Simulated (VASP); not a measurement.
# Bi (P6/mmm) in VASP: notebook

Runs on Bi. Level: revPBE. Tasks: single point.

Everything below comes from runs of VASP 6.6.1. Logs are shortened: lines on timing, memory, paths and dates and some standing lists are left out, and cuts for length are marked.

### 1 The cell of the first run

The structure is hexagonal, space group P6/mmm (No. 191). Conventional cell: a = 5.533 Å, b = 5.533 Å, c = 3.254 Å, α = 90.00°, β = 90.00°, γ = 120.00°. Within 4.3 Å of Bi (site symmetry 6/mmm) lie 14 Bi at 3.25 to 3.59 Å. Within 4.2 Å of Bi (site symmetry -6m2) lie 11 Bi at 3.19 to 3.59 Å.

This isn't the form of Bi at room conditions, which is rhombohedral.

### 2 Single point, revPBE (28.76 Å³/atom)

INCAR reads:

```
  PREC = Accurate
  ENCUT = 520
  EDIFF = 1E-6
  ISMEAR = -1
  SIGMA = 0.1
  LREAL = F
  LASPH = T
  NELM = 80
  ALGO = Normal
  ISIF = 2
  LWAVE = F
  LCHARG = F
  GGA = RE
  NBANDS = 30
```

KPOINTS reads:

```
Automatic mesh
0
Gamma
  7 7 11
```

POSCAR reads:

```
Bi
1.0
    5.5334809680      0.0000000000      0.0000000000
   -2.7667404840      4.7921350897      0.0000000000
    0.0000000000      0.0000000000      3.2539855209
Bi
3
Direct
    0.0000000000      0.0000000000      0.0000000000
    0.3333333333      0.6666666667      0.5000000000
    0.6666666667      0.3333333333      0.5000000000
```

Potentials or basis: VASP PAW PBE potentials, release 64 (Bi_d).

Started as:

```sh
cat potpaw_PBE.64/Bi_d/POTCAR > POTCAR
mpirun -np 1 vasp_std > vasp.out
```

OUTCAR:

```text
PREC = Accurate
   ENCUT = 520
   EDIFF = 1E-6
   ISMEAR = -1
   LREAL = F
   LASPH = T
   NELM = 80
   ISIF = 2
   GGA = RE

 ion  position               nearest neighbor table
   1  0.000  0.000  0.000-   2 3.59   3 3.59   2 3.59   3 3.59   3 3.59   3 3.59   2 3.59   2 3.59
                             3 3.59   3 3.59   2 3.59   2 3.59
   2  0.333  0.667  0.500-   3 3.19   3 3.19   3 3.19   1 3.59   1 3.59   1 3.59   1 3.59   1 3.59
                             1 3.59
   3  0.667  0.333  0.500-   2 3.19   2 3.19   2 3.19   1 3.59   1 3.59   1 3.59   1 3.59   1 3.59
                             1 3.59

  LATTYP: Found a hexagonal cell.
 ALAT       =     5.5334809680
 C/A-ratio  =     0.5880539826

  Lattice vectors:

 A1 = (   5.5334809680,   0.0000000000,   0.0000000000)
 A2 = (  -2.7667404840,   4.7921350897,   0.0000000000)
 A3 = (   0.0000000000,   0.0000000000,   3.2539855209)

Analysis of symmetry for initial positions (statically):
=====================================================================
 Subroutine PRICEL returns:
 Original cell was already a primitive cell.

 Routine SETGRP: Setting up the symmetry group for a
 hexagonal supercell.

 Subroutine GETGRP returns: Found 24 space group operations
 (whereof 24 operations were pure point group operations)
 out of a pool of 24 trial point group operations.

The static configuration has the point symmetry D_6h.

Analysis of symmetry for dynamics (positions and initial velocities):
=====================================================================
 Subroutine PRICEL returns:
 Original cell was already a primitive cell.

 Routine SETGRP: Setting up the symmetry group for a
 hexagonal supercell.

 Subroutine GETGRP returns: Found 24 space group operations
 (whereof 24 operations were pure point group operations)
 out of a pool of 24 trial point group operations.

The dynamic configuration has the point symmetry D_6h.

 Subroutine INISYM returns: Found 24 space group operations
 (whereof 24 operations are pure point group operations),
 and found     1 'primitive' translations

----------------------------------------------------------------------------------------

                                     Primitive cell

  volume of cell :      86.2865

[... 84 lines left out ...]
   ISPIN  =      1    spin polarized calculation?
   LNONCOLLINEAR =      F non collinear calculations
   LSORBIT =      F    spin-orbit coupling
   LASPH  =      T    aspherical Exc in radial PAW
   ENCUT  =  520.0 eV  38.22 Ry    6.18 a.u.  10.29 10.29  6.05*2*pi/ulx,y,z
   NELM   =     80;   NELMIN=  2; NELMDL= -5     # of ELM steps
   EDIFF  = 0.1E-05   stopping-criterion for ELM
   LREAL  =      F    real-space projection
   EDIFFG = 0.1E-04   stopping-criterion for IOM
   NSW    =      0    number of steps for IOM
   IBRION =     -1    ionic relax: 0-MD 1-quasi-New 2-CG
   NFREE  =      0    steps in history (QN), initial steepest desc. (CG)
   ISIF   =      2    stress and relaxation
   ISYM   =      2    0-nonsym 1-usesym 2-fastsym
   POTIM  = 0.5000    time-step for ionic-motion
   TEBEG  =    0.0;   TEEND  =   0.0 temperature during run
   PSTRESS=    0.0 pullay stress
   NELECT =      45.0000    total number of electrons
   NUPDOWN=      -1.0000    fix difference up-down
   EMIN   =  10.00;   EMAX   =-10.00  energy-range for DOS
   EFERMI =   0.00;   METHOD = LEGACY
   ISMEAR =    -1;   SIGMA  =   0.10  broadening in eV -4-tet -1-fermi 0-gaus
   EFERMI_NEDOS =   21; number of points for ismear=-14 and -15
   IALGO  =     38    algorithm
   IMIX   =      4    mixing-type and parameters
     AMIX     =   0.40;   BMIX     =  1.00
     AMIX_MAG =   1.60;   BMIX_MAG =  1.00
  volume/ion in A,a.u.               =      28.76       194.10
  Fermi-wavevector in a.u.,A,eV,Ry     =   1.317745  2.490177 23.625854  1.736451
  Thomas-Fermi vector in A             =   2.447764
   LORBIT       =      0    0 simple, 1 ext, 2 COOP (PROOUT), +10 PAW based schemes
   GGA     = RE    functional components
   LHFCALC =     F    Hartree Fock is set to
   AEXX    =    0.0000 exact exchange contribution
   IVDW    =     0    specifies the selected vdW correction
   LEPSILON=     F    determine dielectric tensor
   LRPA    =     F    only Hartree local field effects (RPA)
 non-spin polarized calculation
  energy-cutoff  :      520.00
  volume of cell :       86.29
 maximum number of plane-waves:      2352
 NGX is ok and might be reduce to    42
   NGX = 21   NGY = 21   NGZ = 13

 number of electron      44.9999999 magnetization

 Free energy of the ion-electron system (eV)
  ---------------------------------------------------
  ext. energy  EPLUGINS =         0.00000000
  ---------------------------------------------------
  free energy    TOTEN  =        -9.99107013 eV

  energy without entropy =       -9.91855200  energy(sigma->0) =       -9.95481107

 E-fermi :   9.0498     XC(G=0): -10.6114

 val. band max:        9.0432348867   @ k =   0.2857   0.1429   0.4545
 cond. band min:       9.0714401993   @ k =   0.2857   0.2857   0.1818
 fundamental gap:      0.0282053126
 Fermi energy:         9.0498318614

 k-point     1 :       0.0000    0.0000    0.0000
  band No.  band energies     occupation
      1     -14.2790      2.00000
      2     -14.1496      2.00000
      3     -14.1449      2.00000
      4     -14.1257      2.00000
      5     -14.1257      2.00000
      6     -14.0337      2.00000
[... 781 lines left out ...]
     29      16.5736      0.00000
     30      16.6109      0.00000

 [... further k-points ...]

------------------------ aborting loop because EDIFF is reached ----------------------------------------

  FORCE on cell =-STRESS in cart. coord.  units (eV):
  Direction    XX          YY          ZZ          XY          YZ          ZX
  --------------------------------------------------------------------------------------
  -------------------------------------------------------------------------------------
  Total        3.9863270      3.9863270      5.1603406     -0.0000000     -0.0000000      0.0000000
  in kB       74.0185233     74.0185233     95.8177259     -0.0000000     -0.0000000      0.0000000
  external PRESSURE =      81.2849242 kB  Pullay stress =       0.0000000 kB

 VOLUME and BASIS-vectors are now :
 -----------------------------------------------------------------------------
  energy-cutoff  :      520.00
  volume of cell :       86.29
      direct lattice vectors                 reciprocal lattice vectors
     5.533480968  0.000000000  0.000000000     0.180718070  0.104337626  0.000000000
    -2.766740484  4.792135090  0.000000000     0.000000000  0.208675253  0.000000000
     0.000000000  0.000000000  3.253985521     0.000000000  0.000000000  0.307315442

 POSITION                                       TOTAL-FORCE (eV/Angst)
 -----------------------------------------------------------------------------------
      0.00000      0.00000      0.00000        -0.000000      0.000000      0.000000
     -0.00000      3.19476      1.62699         0.000000      0.000000      0.000000
      2.76674      1.59738      1.62699        -0.000000      0.000000      0.000000
 -----------------------------------------------------------------------------------
    total drift:                               -0.000000      0.000000     -0.000000

  FREE ENERGIE OF THE ION-ELECTRON SYSTEM (eV)
  ---------------------------------------------------
  free  energy   TOTEN  =        -9.9910701266 eV

  energy  without entropy=       -9.9185520048  energy(sigma->0) =       -9.95481107
```

OSZICAR:

```text
N       E                     dE             d eps       ncg     rms          rms(c)
DAV:   1     0.512014057151E+03    0.51201E+03   -0.23316E+04  2880   0.189E+03
DAV:   2     0.402570865714E+02   -0.47176E+03   -0.46213E+03  2910   0.516E+02
DAV:   3    -0.797109667379E+01   -0.48228E+02   -0.47275E+02  3382   0.179E+02
DAV:   4    -0.988836881031E+01   -0.19173E+01   -0.19145E+01  3338   0.378E+01
DAV:   5    -0.999876544838E+01   -0.11040E+00   -0.11039E+00  4444   0.810E+00    0.807E-01
DAV:   6    -0.999166064403E+01    0.71048E-02   -0.27058E-02  3402   0.173E+00    0.477E-01
DAV:   7    -0.999079139123E+01    0.86925E-03   -0.13904E-02  3512   0.121E+00    0.136E-01
DAV:   8    -0.999107593212E+01   -0.28454E-03   -0.12731E-03  3414   0.365E-01    0.153E-02
DAV:   9    -0.999107487431E+01    0.10578E-05   -0.64647E-05  4416   0.974E-02    0.469E-03
DAV:  10    -0.999107141318E+01    0.34611E-05   -0.38402E-06  3216   0.221E-02    0.160E-03
DAV:  11    -0.999107025761E+01    0.11556E-05   -0.34896E-07  2052   0.542E-03    0.559E-04
DAV:  12    -0.999107012663E+01    0.13099E-06   -0.11750E-07  2028   0.448E-03
   1 F= -.99910701E+01 E0= -.99548111E+01  d E =-.725181E-01
```

stdout:

```text
POSCAR found type information on POSCAR Bi
 POSCAR found :  1 types and       3 ions
 scaLAPACK will be used
 -----------------------------------------------------------------------------
|                                                                             |
|                                                                             |
|     You enforced a specific xc type in the INCAR file but a different       |
|     I HOPE YOU KNOW WHAT YOU ARE DOING!                                     |
|                                                                             |
 -----------------------------------------------------------------------------

 LDA part: xc-table for (Slater+PW92), standard interpolation
 POSCAR, INCAR and KPOINTS ok, starting setup
 FFT: planning ... GRIDC
 FFT: planning ... GRID_SOFT
 FFT: planning ... GRID
 WAVECAR not read
 entering main loop
```

Wall time 2 min (1 thread of Intel Xeon Platinum 8259CL at 2.50GHz (Skylake/Cascade Lake), shared host); peak memory 0.24 GiB.

What came out:

```yaml
Free_energy: -9.9911 eV
Pressure: 8.1 GPa
Band_gap_on_the_k_mesh: zero (an odd number of electrons rules out a gap without spin polarisation)
```

Stress tensor (GPa, compression positive):
```
7.40 0.00 0.00
0.00 7.40 0.00
0.00 0.00 9.58
```

Levels at points of the mesh, in eV from the Fermi level:
| k point | band 19 | band 20 | band 21 | band 22 | band 23 | band 24 | band 25 | band 26 |
| --- | --- | --- | --- | --- | --- | --- | --- | --- |
| (0.00, 0.00, 0.00) | -3.88 | -3.88 | -3.66 | -3.66 | 1.87 | 5.50 | 5.50 | 6.16 |

Caveat: the cell stands under pressure; the PAW data sets were made with another functional, which shifts forces and pressure a little; spin-orbit coupling is left out, which moves the levels of the heavy elements.

### 3 Single point, revPBE (30.07 Å³/atom)

This run uses another cell than the first one, of 30.07 Å³/atom.

INCAR reads:

```
ALGO = Normal
EDIFF = 1E-7
ENCUT = 520
GGA = RE
ISIF = 2
ISMEAR = -1
LASPH = True
LCHARG = False
LREAL = False
LWAVE = False
NBANDS = 30
NELM = 60
PREC = Accurate
SIGMA = 0.1
```

KPOINTS reads:

```
k-points
0
Gamma
  7 7 11
```

POSCAR reads:

```
Bi
1.0
    5.6160824141      0.0000000000      0.0000000000
   -2.8080412071      4.8636700404      0.0000000000
    0.0000000000      0.0000000000      3.3025596303
Bi
3
Direct
    0.0000000000      0.0000000000      0.0000000000
    0.3333333333      0.6666666667      0.5000000000
    0.6666666667      0.3333333333      0.5000000000
```

Potentials or basis: VASP PAW PBE potentials, release 64 (Bi_d).

Started as:

```sh
cat potpaw_PBE.64/Bi_d/POTCAR > POTCAR
mpirun -np 1 vasp_std > vasp.out
```

Wall time 2.3 min (1 thread of Intel Xeon Platinum 8259CL at 2.50GHz (Skylake/Cascade Lake), shared host); peak memory 0.26 GiB.

The run converged. Its results:

- Free energy: -10.1501 eV
- Pressure: 4.8 GPa
- Band gap on the k mesh: zero (an odd number of electrons rules out a gap without spin polarisation)

Stress tensor (GPa, compression positive):
```
4.27 0.00 0.00
0.00 4.27 0.00
0.00 0.00 5.92
```

Levels at points of the mesh, in eV from the Fermi level:
| k point | band 18 | band 19 | band 20 | band 21 | band 22 | band 23 | band 24 | band 25 | band 26 | band 27 |
| --- | --- | --- | --- | --- | --- | --- | --- | --- | --- | --- |
| (0.00, 0.00, 0.00) | -10.04 | -3.67 | -3.67 | -3.45 | -3.45 | 1.83 | 5.19 | 5.19 | 5.85 | 5.86 |

Caveat: the cell stands under pressure; the PAW data sets were made with another functional, which shifts forces and pressure a little; spin-orbit coupling is left out, which moves the levels of the heavy elements.

### 4 Single point, revPBE (31.38 Å³/atom)

This run uses another cell than the first one, of 31.38 Å³/atom.

INCAR reads:

```
PREC = Accurate ; ENCUT = 520
EDIFF = 1E-6 ; ISMEAR = -1
SIGMA = 0.1 ; LREAL = F
LASPH = T ; NELM = 80
ALGO = Normal ; ISIF = 2
LWAVE = F ; LCHARG = F
GGA = RE ; NBANDS = 30
```

KPOINTS reads:

```
Automatic mesh
0
Gamma
  7 7 11
```

POSCAR reads:

```
Bi
1.0
    5.6963230038      0.0000000000      0.0000000000
   -2.8481615019      4.9331604295      0.0000000000
    0.0000000000      0.0000000000      3.3497454286
Bi
3
Direct
    0.0000000000      0.0000000000      0.0000000000
    0.3333333333      0.6666666667      0.5000000000
    0.6666666667      0.3333333333      0.5000000000
```

Started as:

```sh
cat potpaw_PBE.64/Bi_d/POTCAR > POTCAR
mpirun -np 1 vasp_std > vasp.out
```

It took 98 s on 1 thread of Intel Xeon Platinum 8259CL at 2.50GHz (Skylake/Cascade Lake), shared host; peak memory 0.26 GiB.

Results (log left out):

- Free energy: -10.2364 eV
- Pressure: 2.2 GPa
- Band gap on the k mesh: zero (an odd number of electrons rules out a gap without spin polarisation)

Stress tensor (GPa, compression positive):
```
1.78 0.00 0.00
0.00 1.78 0.00
0.00 0.00 2.98
```

Levels at points of the mesh, in eV from the Fermi level:
```tsv
k point	band 19	band 20	band 21	band 22	band 23	band 24	band 25	band 26
(0.00, 0.00, 0.00)	-3.48	-3.48	-3.26	-3.26	1.78	4.90	4.90	5.53
```

Caveat: the PAW data sets were made with another functional, which shifts forces and pressure a little; spin-orbit coupling is left out, which moves the levels of the heavy elements.

### 5 Single point, revPBE (32.68 Å³/atom)

This run uses another cell than the first one, of 32.68 Å³/atom.

INCAR reads:

```
SYSTEM = Bi
ALGO = Normal
EDIFF = 1E-6
ENCUT = 520
GGA = RE
ISIF = 2
ISMEAR = -1
LASPH = .True.
LCHARG = .False.
LREAL = .False.
LWAVE = .False.
NBANDS = 30
NELM = 60
PREC = Accurate
SIGMA = 0.1
```

KPOINTS reads:

```
k-points
0
Gamma
  7 7 11
  0 0 0
```

POSCAR reads:

```
Bi
1.0
    5.7743645236      0.0000000000      0.0000000000
   -2.8871822618      5.0007463681      0.0000000000
    0.0000000000      0.0000000000      3.3956380551
Bi
3
Direct
    0.0000000000      0.0000000000      0.0000000000
    0.3333333333      0.6666666667      0.5000000000
    0.6666666667      0.3333333333      0.5000000000
```

Started as:

```sh
cat potpaw_PBE.64/Bi_d/POTCAR > POTCAR
mpirun -np 1 vasp_std > vasp.out
```

It took 98 s on 1 thread of Intel Xeon Platinum 8259CL at 2.50GHz (Skylake/Cascade Lake), shared host; peak memory 0.29 GiB.

The run converged. Its results:

```yaml
Free_energy: -10.2646 eV
Pressure: 0.1 GPa
Band_gap_on_the_k_mesh: zero (an odd number of electrons rules out a gap without spin polarisation)
```

Stress tensor (GPa, compression positive):
```
-0.23  0.00  0.00
 0.00 -0.23  0.00
 0.00  0.00  0.64
```

Levels at points of the mesh, in eV from the Fermi level:
```
           k point  band 20  band 21  band 22  band 23  band 24  band 25
(0.00, 0.00, 0.00)    -3.30    -3.09    -3.09     1.73     4.63     4.63
```

Caveat: the PAW data sets were made with another functional, which shifts forces and pressure a little; spin-orbit coupling is left out, which moves the levels of the heavy elements.

[end of part 1 of 2]
